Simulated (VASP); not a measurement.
## TaSi2: single point with r2SCAN

Crystal: TaSi2.

```
Ta Si
1.0
     4.61590    0.00000    0.00000
    -2.30795    3.99748    0.00000
     0.00000    0.00000    6.39640
Ta Si
3 6
Direct
  0.50000 0.00000 0.00000
  0.50000 0.50000 0.66667
  0.00000 0.50000 0.33333
  0.15882 0.31763 0.00000
  0.84118 0.15882 0.66667
  0.68237 0.84118 0.33333
  0.84118 0.68237 0.00000
  0.15882 0.84118 0.66667
  0.31763 0.15882 0.33333
```

* Program: VASP 6.6.1
* Task: single point
* Functional: r2SCAN
* Potentials or basis: VASP PAW PBE potentials, release 64 (Ta_pv, Si)
* Cutoff: 520 eV
* k mesh: 12 × 12 × 6
* Occupations: gaussian, width 0.1 eV
* Spin: no spin polarisation

```yaml
Pressure: 22.8 GPa
Largest_force: 0.010 eV/Å
Band_gap_on_the_k_mesh: zero (an odd number of electrons rules out a gap without spin polarisation)
```

Forces in eV/Å, atoms in the order of the input:
```
Ta   0.000  0.000  0.000
Ta   0.000  0.000  0.000
Ta   0.000  0.000  0.000
Si   0.000 -0.010  0.000
Si   0.009 -0.005  0.000
Si   0.009  0.005  0.000
Si   0.000  0.010  0.000
Si  -0.009  0.005  0.000
Si  -0.009 -0.005  0.000
```

Stress tensor (GPa, compression positive):
```
22.86  0.00  0.00
 0.00 22.86  0.00
 0.00  0.00 22.76
```

Levels at points of the mesh, in eV from the Fermi level:
| k point | band 26 | band 27 | band 28 | band 29 | band 30 | band 31 | band 32 | band 33 |
| --- | --- | --- | --- | --- | --- | --- | --- | --- |
| (0.00, 0.00, 0.00) | -2.67 | -2.55 | -2.55 | -1.65 | 0.79 | 3.44 | 3.44 | 4.24 |
| (0.50, 0.00, 0.00) | -1.27 | -0.95 | -0.20 | -0.06 | 0.95 | 1.48 | 1.96 | 2.29 |
| (0.00, 0.00, 0.50) | -2.18 | -1.97 | -1.97 | 1.25 | 1.25 | 3.40 | 3.40 | 3.70 |
| (0.50, 0.00, 0.50) | -2.34 | -2.03 | -0.81 | -0.21 | 1.84 | 2.42 | 3.02 | 3.07 |

Wall time 11 min on 1 thread of AMD EPYC 9R45 (Zen 5), with other jobs on the host, peak memory 0.4 GiB.

Caveat: the cell stands under pressure; the PAW data sets were made with another functional, which shifts forces and pressure a little; spin-orbit coupling is left out, which moves the levels of the heavy elements.
